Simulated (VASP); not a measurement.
# ZrO2: single point with revPBE+D3(BJ)

ZrO2:

```
Zr O
1.0
     0.00000    2.46515    2.46515
     2.46515    0.00000    2.46515
     2.46515    2.46515    0.00000
Zr O
1 2
Direct
  0.50000 0.50000 0.50000
  0.75000 0.75000 0.75000
  0.25000 0.25000 0.25000
```

* Program: VASP 6.6.1
* Task: single point
* Functional: revPBE
* Dispersion: D3(BJ)
* Potentials or basis: VASP PAW PBE potentials, release 64 (Zr_sv, O)
* Cutoff: 600 eV
* k mesh: 8 × 8 × 8
* Occupations: gaussian, width 0.02 eV
* Spin: no spin polarisation

```json
{
  "Pressure": "27.4 GPa",
  "Band gap on the k mesh": "3.64 eV (least direct gap 4.20 eV)",
  "Dispersion energy per atom": "-0.559 eV"
}
```

Levels at points of the mesh, in eV from the valence-band top:
```tsv
k point	band 9	band 10	band 11	band 12	band 13	band 14	band 15	band 16
(0.00, 0.00, 0.00)	-5.80	-0.56	-0.56	-0.56	3.64	3.64	7.43	10.57
(0.50, 0.00, 0.00)	-2.69	-2.55	-1.71	-1.71	4.40	4.40	6.99	9.48
(0.50, 0.50, 0.00)	-3.28	-1.65	-1.65	0.00	4.20	5.29	6.72	8.13
```

Wall time 55 s on 1 thread of Intel Xeon 8259CL, on a shared host, peak memory 0.18 GiB.

Caveat: the cell stands under pressure; the PAW data sets were made with another functional, which shifts forces and pressure a little. A k mesh can miss the band edges.
